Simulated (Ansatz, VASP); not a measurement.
# BiTe in VASP and in Ansatz

File INCAR:

```
PREC = Accurate
ENCUT = 520
EDIFF = 1E-7
ISMEAR = -1
SIGMA = 0.05
LREAL = False
LASPH = True
NELM = 100
ALGO = Normal
ISIF = 2
LWAVE = False
LCHARG = False
NBANDS = 18
```

Contents of KPOINTS:

```
Automatic mesh
0
Gamma
  10 10 10
```

File POSCAR:

```
BiTe
1.0
    0.0000000000      2.9558337493      2.9558337493
    2.9558337493      0.0000000000      2.9558337493
    2.9558337493      2.9558337493      0.0000000000
Bi Te
1 1
Direct
    0.0000000000      0.0000000000      0.0000000000
    0.5000000000      0.5000000000      0.5000000000
```

Input for Ansatz:

```yaml
crystal:
  lattice:
    - [0.0, 2.9558337493, 2.9558337493]
    - [2.9558337493, 0.0, 2.9558337493]
    - [2.9558337493, 2.9558337493, 0.0]
  atoms:
    - { symbol: Bi, position: [0.0, 0.0, 0.0] }
    - { symbol: Te, position: [0.5, 0.5, 0.5] }
kpoints:
  mp_grid: { grid: [10, 10, 10] }
  band_path:
    path:
      - [0.0, 0.0, 0.0]
      - [0.5, 0.0, 0.5]
      - [0.625, 0.25, 0.625]
      - [0.375, 0.375, 0.75]
      - [0.0, 0.0, 0.0]
      - [0.5, 0.5, 0.5]
      - [0.5, 0.25, 0.75]
      - [0.5, 0.0, 0.5]
    npoints: 6
scf:
  occupations: { method: fermi_dirac, width: 0.05 }
hamiltonian:
  xc: lda
  pseudopotentials: { kind: all_electron, lapw: { basis_error: 0.001 } }
output:
  forces: true
  stress: true
  eigenvalues: true
  populations: true
```

Change from the starting cell: volume scaled by 0.75, LAPW.

Alike in both runs: task single point; functional LDA; k mesh 10 × 10 × 10; occupations fermi-dirac, width 0.05 eV; no spin polarisation.

|  | VASP | Ansatz |
| --- | --- | --- |
| version | VASP 6.6.1 | Ansatz 0.2.0 |
| potentials or method | VASP PAW LDA potentials, release 64 (Bi_d, Te), cutoff 520 eV | all-electron LAPW, scalar-relativistic |

Ansatz gave:

- pressure (GPa): 20.0

Question: Estimate VASP's values.

Answer: Pressure (GPa): 20.3.

LDA's correlation is that of Perdew and Zunger in VASP and of Perdew and Wang (1992) in Ansatz. Ansatz ran all-electron here, and VASP with PAW potentials.

Spin-orbit coupling is off throughout.
